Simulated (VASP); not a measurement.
Input of a VASP 6.6.1 run:

POSCAR

```
C
1.0
    0.0000000000      1.9171550000      1.7834000000
    1.6496450000      0.0000000000      1.7834000000
    1.6496450000      1.9171550000      0.0000000000
C
2
Direct
    0.5000000000      0.5000000000      0.5000000000
    0.7500000000      0.7500000000      0.7500000000
```

File INCAR.step1:

```
SYSTEM = C
PREC = Accurate
ENCUT = 910
ISMEAR = 0
SIGMA = 0.05
LREAL = .FALSE.
LASPH = .TRUE.
NELM = 120
NBANDS = 11
GGA = PE
ALGO = Normal
EDIFF = 1E-5
LWAVE = .TRUE.
LCHARG = .FALSE.
GGA_COMPAT = .FALSE.
```

INCAR.step2

```
SYSTEM = C
PREC = Accurate
ENCUT = 910
EDIFF = 1E-6
ISMEAR = 0
SIGMA = 0.05
LREAL = .FALSE.
LASPH = .TRUE.
NELM = 120
ALGO = Normal
ISIF = 2
LWAVE = .FALSE.
LCHARG = .FALSE.
METAGGA = R2SCAN
LMIXTAU = .TRUE.
NBANDS = 11
ISTART = 1
GGA_COMPAT = .FALSE.
```

Contents of KPOINTS:

```
Automatic mesh
0
G
  12 12 12
  0 0 0
```

Potentials or basis: VASP PAW PBE potentials, release 64 (C_h).

The run is started by

```bash
$ cat potpaw_PBE.64/C_h/POTCAR > POTCAR
$ cp INCAR.step1 INCAR
$ mpirun -np 1 vasp_std > vasp.out
$ cp INCAR.step2 INCAR
$ mpirun -np 1 vasp_std > vasp.out
```

Question: Predict the band gap on the k mesh.

Answer: 1.48 eV, indirect (least direct gap 3.94 eV).

Question: What does it give for the pressure?

Answer: -0.1 GPa.

Stress tensor (GPa, compression positive):
```
 68.99   0.00   0.00
  0.00 -78.80   0.00
  0.00   0.00   9.63
```

Caveat: the cell differs from its parent crystal (strain -0.0750 x Voigt [1, -1, 0, 0, 0, 0]); the cutoff is under 1.25 times the usual one of these potentials, so pressure, stress and relaxed cells hold a basis-set (Pulay) error; the PAW data sets were made with another functional, which shifts forces and pressure a little. A k mesh can miss the band edges.
